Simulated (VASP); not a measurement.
A run of VASP 6.6.1 is set up as follows.

File INCAR:

```
SYSTEM = SiGe3
PREC = Accurate
ENCUT = 520
EDIFF = 1E-7
ISMEAR = 0
SIGMA = 0.1
LREAL = .FALSE.
LASPH = .TRUE.
NELM = 100
ALGO = Normal
ISIF = 2
LWAVE = .FALSE.
LCHARG = .FALSE.
GGA = PE
NBANDS = 31
```

Contents of KPOINTS:

```
Automatic mesh
0
G
  6 6 4
  0 0 0
```

The input POSCAR:

```
SiGe3
1.0
    3.7242034000      0.0000000000      0.0000000000
    0.0000000000      3.7242034000      0.0000000000
    0.0000000000      0.0000000000      5.2668189500
Si Ge
1 3
Direct
    0.5000000000      0.5000000000      0.0000000000
    0.5000000000      0.0000000000      0.7500000000
    0.0000000000      0.5000000000      0.2500000000
    0.0000000000      0.0000000000      0.5000000000
```

Potentials or basis: VASP PAW PBE potentials, release 64 (Si, Ge_d).

Command:

```console
$ cat potpaw_PBE.64/Si/POTCAR potpaw_PBE.64/Ge_d/POTCAR > POTCAR
$ mpirun -np 1 vasp_std > vasp.out
```

(1) Estimate the band gap on the k mesh.

(2) Estimate the pressure.

## Answers

(1) 0.26 eV (least direct gap 0.39 eV).

(2) 25.1 GPa.

Caveat: the cell stands under pressure; semilocal functionals underestimate gaps, and a narrow one can read as zero.
